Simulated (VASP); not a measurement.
Write the native input for VASP 6.6.1 that does the following.

* Task: single point
* Functional: LDA
* Potentials or basis: VASP PAW LDA potentials, release 64 (Sn_d, O)
* Cutoff: 520 eV
* k mesh: 2 × 2 × 4
* Occupations: gaussian, width 0.01 eV
* Spin: no spin polarisation
* Dipole correction: no
* Further INCAR settings: ALGO = Normal; EDIFF = 1e-07; NBANDS = 35

The structure of SnO2 lies in POSCAR:

```
SnO2
1.0
    4.7880040000      0.0000000000      0.0000000000
    0.0000000000      4.8665820000      0.0000000000
    0.0000000000      0.0000000000      3.2408980000
Sn O
2 4
Direct
    0.5000000000      0.5000000000      0.5000000000
    0.0000000000      0.0000000000      0.0000000000
    0.2918550000      0.3210420000      0.0000000000
    0.7918550000      0.1789580000      0.5000000000
    0.2081450000      0.8210420000      0.5000000000
    0.7081450000      0.6789580000      0.0000000000
```

The input as run:

INCAR

```
SYSTEM = SnO2
PREC = Accurate
ENCUT = 520
EDIFF = 1E-7
ISMEAR = 0
SIGMA = 0.01
LREAL = .False.
LASPH = .True.
NELM = 100
ALGO = Normal
ISIF = 2
LWAVE = .False.
LCHARG = .True.
LELF = .True.
LVHAR = .True.
NBANDS = 35
```

KPOINTS

```
Automatic mesh
0
Gamma
  2 2 4
  0 0 0
```

Potentials or basis: VASP PAW LDA potentials, release 64 (Sn_d, O).

Run with:

```sh
$ cat potpaw_LDA.64/Sn_d/POTCAR potpaw_LDA.64/O/POTCAR > POTCAR
$ mpirun -np 1 vasp_std > vasp.out
```

Results of the run:

```json
{
  "Pressure": "-10.5 GPa",
  "Largest force": "0.149 eV/Å",
  "Band gap on the k mesh": "0.69 eV"
}
```

Caveat: the k points lie up to 0.66 Å⁻¹ apart; semilocal functionals underestimate gaps, and a narrow one can read as zero; spin-orbit coupling is left out, which moves the levels of the heavy elements.

It took 26 s on 1 thread of Intel(R) Xeon(R) Platinum 8488C (Sapphire Rapids), with other jobs on the host, peak memory 0.16 GiB.
